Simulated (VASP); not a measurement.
The system is K2Sc4Si.

```xyz
7
Lattice="5.9931 0.0000 0.0000 -2.9966 5.1902 0.0000 0.0000 0.0000 5.6477" Properties=species:S:1:pos:R:3 pbc="T T T"
K     0.0000    3.4601    2.8239
K     2.9966    1.7301    2.8239
Sc    2.9966    0.0000    0.0000
Sc   -1.4983    2.5951    0.0000
Sc    1.4983    2.5951    0.0000
Sc    0.0000    0.0000    2.8239
Si    0.0000    0.0000    0.0000
```

The cell was built from a structure type or drawn by symmetry, and may not be a known phase.

| Quantity | Value |
| --- | --- |
| Program | VASP 6.6.1 |
| Task | relaxation of cell and atoms |
| Functional | PBE |
| Potentials or basis | VASP PAW PBE potentials, release 64 (K_sv, Sc_sv, Si) |
| Cutoff | 600 eV |
| k mesh | 3 × 3 × 4 |
| Occupations | gaussian, width 0.1 eV |
| Spin | no spin polarisation |

At the start: pressure 4.4 GPa; volume 25.10 Å³/atom.

Task: How do energy, volume and symmetry change on relaxing?

Result: Over 6 steps the energy falls by 47.1 meV/atom and the volume is 28.40 Å³/atom (+13.2 %); space group P6/mmm (No. 191, to 0.1 Å) before and after.

Step by step:
| step | energy change (eV) | largest force (eV/Å) | pressure (GPa) | volume (Å³) |
| --- | --- | --- | --- | --- |
| 1 | 0.0000 | 0.0000 | 4.41 | 175.67 |
| 2 | -0.3010 | 0.0000 | 0.67 | 193.81 |
| 3 | -0.3159 | 0.0000 | -0.25 | 199.97 |
| 4 | -0.3160 | 0.0000 | -0.18 | 199.46 |
| 5 | -0.3274 | 0.0000 | -0.05 | 199.09 |
| 6 | -0.3297 | 0.0000 | 0.04 | 198.83 |

Final structure:
```
K Sc Si
1.0
     6.15072    0.00000    0.00000
    -3.07536    5.32668    0.00000
     0.00000    0.00000    6.06870
K Sc Si
2 4 1
Direct
  0.33333 0.66667 0.50000
  0.66667 0.33333 0.50000
  0.50000 0.00000 0.00000
  0.00000 0.50000 0.00000
  0.50000 0.50000 0.00000
  0.00000 0.00000 0.50000
  0.00000 0.00000 0.00000
```

Caveat: the k points lie up to 0.39 Å⁻¹ apart in the final cell, too coarse for converged energies and pressures of a metal.
